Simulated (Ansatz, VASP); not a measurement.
One calculation of V, two programs

INCAR

```
SYSTEM = V
PREC     = Accurate       ! precision mode
ENCUT    = 520            ! plane-wave cutoff, eV
EDIFF    = 1E-7           ! SCF threshold, eV
ISMEAR   = -1             ! smearing method
SIGMA    = 0.008617333262145177 ! smearing width, eV
LREAL    = .FALSE.        ! projectors in reciprocal space
LASPH    = .TRUE.         ! aspherical terms in the spheres
NELM     = 150            ! most SCF steps
ALGO     = Normal         ! electronic algorithm
ISIF     = 2              ! what is computed and relaxed
LWAVE    = .FALSE.        ! write WAVECAR
LCHARG   = .TRUE.         ! write CHGCAR
ISPIN    = 2              ! spin polarisation
MAGMOM   = 0.51           ! initial moments
LORBIT   = 11             ! projections on sites
LMAXMIX  = 4              ! l up to which the mixer works
GGA      = PE             ! functional
LELF     = .TRUE.         ! ELF
LVHAR    = .TRUE.       
NBANDS   = 16             ! bands
```

KPOINTS

```
Automatic mesh
0
G
  6 6 6
  0 0 0
```

File POSCAR:

```
V
1.0
   -1.5130000000      1.5130000000      1.5130000000
    1.5130000000     -1.5130000000      1.5130000000
    1.5130000000      1.5130000000     -1.5130000000
V
1
Direct
    0.0000000000      0.0000000000      0.0000000000
```

Input for Ansatz:

```yaml
crystal:
  lattice:
    - [-1.513, 1.513, 1.513]
    - [1.513, -1.513, 1.513]
    - [1.513, 1.513, -1.513]
  atoms:
    - { symbol: V, position: [0.0, 0.0, 0.0], spin: 0.51 }
basis:
  ecutwfc: 420
kpoints:
  mp_grid: { grid: [6, 6, 6] }
hamiltonian:
  xc: pbe
scf:
  occupations: { method: fermi_dirac, width: "100 K" }
  lower_state_search: "off"
  n_extra_bands: 2
output:
  forces: true
  stress: true
  eigenvalues: true
  populations: true
magnetization:
  spin_polarized: true
```

Alike in both runs: task single point; functional PBE; k mesh 6 × 6 × 6; collinear spin.

|  | VASP | Ansatz |
| --- | --- | --- |
| version | VASP 6.6.1 | Ansatz 0.2.0 |
| potentials or method | VASP PAW PBE potentials, release 64 (V_sv), cutoff 520 eV | scalar-relativistic, plane waves, PAW |
| occupations | fermi-dirac, width 0.00861733 eV | fermi-dirac |
| valence electrons in the cell | 13 | 13 |

Ansatz gave:

- gap on the k mesh at the Fermi level (eV): none
- pressure (GPa): -3.9
- net moment per atom (μB): 0.64
- size of the moment on the site where the two differ most (μB): 0.48

**Question.** Which values does VASP return?

**Answer.** gap on the k mesh at the Fermi level (eV): none; pressure (GPa): -3.7; net moment per atom (μB): 0.64; size of the moment on the site where the two differ most (μB): 0.50.

Site moments also hang on the region over which each program counts them. A gap of «none» marks a metal or a gap that the smearing closes. Ansatz's warnings: moment headroom below auto.

The k mesh is coarse, so the values compare programs but aren't converged.
